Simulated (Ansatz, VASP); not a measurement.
## One calculation of PO4, two programs

```
P O
1.0
     3.68858    0.00000    0.00000
     0.00000    3.68858    0.00000
     0.00000    0.00000    3.68858
P O
1 4
Direct
  0.50000 0.50000 0.50000
  0.00000 0.50000 0.50000
  0.50000 0.50000 0.00000
  0.50000 0.00000 0.50000
  0.00000 0.00000 0.00000
```

Change from the starting cell: species swapped into the Fe4N type (Pm-3m, No. 221).

Alike in both runs: task relaxation of cell and atoms; functional PBE; k mesh 6 × 6 × 6; occupations gaussian, width 0.1 eV; collinear spin.

```csv
,VASP,Ansatz
version,VASP 6.6.1,Ansatz 0.2.0
potentials or method,"VASP PAW PBE potentials, release 64 (P, O), cutoff 600 eV","scalar-relativistic, plane waves, PAW"
valence electrons in the cell,29,29
```

```tsv
	VASP	Ansatz	Ansatz less VASP
gap on the k mesh at the Fermi level, each at its own relaxed structure (eV)	none	none	-
net moment per atom (μB)	0.60	0.60	+0.001
size of the moment on the site where the two differ most (μB)	1.67	1.90	+0.232
relaxed volume (Å³/atom)	7.91	7.97	+0.062
relaxed cell length with the largest relative difference (Å)	3.407	3.416	+0.0088
```

Site moments also hang on the region over which each program counts them. A gap of «none» marks a metal or a gap that the smearing closes.

Noted on VASP's run: the volume moved by over 15 % at a fixed basis, so the end points are rough.
